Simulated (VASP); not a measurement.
**BN: single point with PBE**

The system is BN.

```
B N
1.0
     0.00000    1.81300    1.81300
     1.81300    0.00000    1.81300
     1.81300    1.81300    0.00000
B N
1 1
Cartesian
  0.0000 0.1500 0.0000
  2.7195 2.7195 2.7195
```

This cell differs from its parent crystal: one atom moved.

- Program: VASP 6.6.1
- Task: single point
- Functional: PBE
- Potentials or basis: VASP PAW PBE potentials, release 64 (B, N)
- Cutoff: 520 eV
- k mesh: 12 × 12 × 12
- Occupations: gaussian, width 0.02 eV
- Spin: no spin polarisation

```
Pressure               : 6.1 GPa
Largest force          : 3.381 eV/Å
Band gap on the k mesh : 3.14 eV, indirect (least direct gap 7.09 eV)
```

Forces on the atoms (eV/Å):
```
B    0.000 -3.381  0.000
N    0.000  3.381  0.000
```

Stress tensor (GPa, compression positive):
```
 7.06  0.00 -3.10
 0.00  4.22  0.00
-3.10  0.00  7.06
```

Levels at points of the mesh, in eV from the valence-band top:
```csv
k point,band 1,band 2,band 3,band 4,band 5,band 6,band 7,band 8
"(0.00, 0.00, 0.00)",-21.18,-2.55,-0.85,0.00,7.09,7.39,9.17,9.25
"(0.50, 0.00, 0.00)",-17.07,-11.87,-3.54,-1.98,8.31,8.52,12.06,14.49
"(0.00, 0.50, 0.00)",-17.01,-11.41,-4.16,-2.07,7.32,9.37,11.15,13.53
"(0.50, 0.50, 0.00)",-15.74,-10.00,-5.75,-5.73,3.14,7.55,17.21,17.45
"(0.50, 0.00, 0.50)",-15.64,-9.89,-6.66,-5.36,3.44,8.20,15.71,18.24
```

Wall time 22 s on 1 thread of Intel Xeon 6975P-C, with other jobs on the host, peak memory 0.15 GiB.

Caveat: the cell differs from its parent crystal (one atom moved); forces of over 1 eV/Å act on the atoms, so gaps and moduli don't describe the material at rest. A k mesh can miss the band edges.
